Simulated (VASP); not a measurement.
Write the native input for VASP 6.6.1 that does the following.

| Quantity | Value |
| --- | --- |
| Task | single point |
| Functional | PBE |
| Potentials or basis | VASP PAW PBE potentials, release 64 (Nb_sv, P) |
| Cutoff | 520 eV |
| k mesh | 10 × 10 × 4 |
| Occupations | gaussian, width 0.1 eV |
| Spin | no spin polarisation |
| Dipole correction | no |
| Further INCAR settings | ALGO = Normal; EDIFF = 1e-06; NBANDS = 46 |

The structure of NbP lies in POSCAR:

```
NbP
1.0
    3.2801059073      0.0000000000      0.0000000000
    0.0000000000      3.3696251327      0.0000000000
    0.0000000000      0.0000000000     11.5086118966
Nb P
4 4
Direct
    0.5000000000      0.5000000000     -0.0007137355
    0.0000000000      0.5000000000      0.7501312872
    0.0000000000      0.0000000000      0.4992862645
    0.5000000000      0.0000000000      0.2501312872
    0.0000000000      0.0000000000      0.0824871906
    0.5000000000      0.0000000000      0.8333524077
    0.5000000000      0.5000000000      0.5824871906
    0.0000000000      0.5000000000      0.3333524077
```

This cell differs from its parent crystal: uniaxial strain along a: -2.0 %, then relaxed in part.

The input as run:

INCAR

```
PREC = Accurate
ENCUT = 520
EDIFF = 1E-6
ISMEAR = 0
SIGMA = 0.1
LREAL = False
LASPH = True
NELM = 60
ALGO = Normal
ISIF = 2
LWAVE = False
LCHARG = False
GGA = PE
NBANDS = 46
```

KPOINTS

```
Automatic mesh
0
Gamma
  10 10 4
```

Potentials or basis: VASP PAW PBE potentials, release 64 (Nb_sv, P).

Command:

```sh
$ cat potpaw_PBE.64/Nb_sv/POTCAR potpaw_PBE.64/P/POTCAR > POTCAR
$ mpirun -np 1 vasp_std > vasp.out
```

It gave:

```json
{"Pressure": "1.2 GPa", "Band gap on the k mesh": "zero (band 36 reaches 10.86 eV, above the bottom of band 37 at 10.65 eV)"}
```

Caveat: the cell differs from its parent crystal (uniaxial strain along a: -2.0 %, then relaxed in part).

Run time: 5.2 min on 1 thread of Intel(R) Xeon(R) 6975P-C (Granite Rapids), with other jobs on the host, peak memory 0.55 GiB.
